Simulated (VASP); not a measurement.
Wanted: the native input for a VASP 6.6.1 run.

* Task: single point
* Functional: PBE
* Potentials or basis: VASP PAW PBE potentials, release 64 (Ga_d, H)
* Cutoff: 520 eV
* k mesh: 4 × 4 × 4
* Occupations: gaussian, width 0.1 eV
* Spin: no spin polarisation
* Dipole correction: no
* Further INCAR settings: ALGO = Normal; EDIFF = 1e-06; NBANDS = 48

The structure of Ga6H lies in POSCAR:

```
Ga6H
1.0
   -3.0519850374      3.0519850374      3.0519850374
    3.0519850374     -3.0519850374      3.0519850374
    3.0519850374      3.0519850374     -3.0519850374
Ga H
6 1
Direct
    0.2500000000      0.6250000000      0.3750000000
    0.3750000000      0.2500000000      0.6250000000
    0.7500000000      0.8750000000      0.1250000000
    0.1250000000      0.7500000000      0.8750000000
    0.6250000000      0.3750000000      0.2500000000
    0.8750000000      0.1250000000      0.7500000000
    0.9166666667      0.6666666667      0.2500000000
```

One way to write it, as run:

INCAR

```
PREC     = Accurate       # precision mode
ENCUT    = 520            # plane-wave cutoff, eV
EDIFF    = 1E-6           # SCF threshold, eV
ISMEAR   = 0              # smearing method
SIGMA    = 0.1            # smearing width, eV
LREAL    = F              # projectors in reciprocal space
LASPH    = T              # aspherical terms in the spheres
NELM     = 80             # most SCF steps
ALGO     = Normal         # electronic algorithm
ISIF     = 2              # what is computed and relaxed
LWAVE    = F              # write WAVECAR
LCHARG   = F              # write CHGCAR
GGA      = PE             # functional
NBANDS   = 48             # bands
```

KPOINTS

```
regular mesh
0
Gamma
  4 4 4
```

Potentials or basis: VASP PAW PBE potentials, release 64 (Ga_d, H).

Launch:

```sh
$ cat potpaw_PBE.64/Ga_d/POTCAR potpaw_PBE.64/H/POTCAR > POTCAR
$ mpirun -np 1 vasp_std > vasp.out
```

It gave:

The pressure is 3.4 GPa, the largest force is 0.909 eV/Å and the band gap on the k mesh is zero (an odd number of electrons rules out a gap without spin polarisation).

Caveat: the k points lie up to 0.36 Å⁻¹ apart, too coarse for converged energies and pressures of a metal.

It took 93 s on 1 thread of Intel(R) Xeon(R) Platinum 8488C (Sapphire Rapids), with other jobs on the host, peak memory 0.29 GiB.
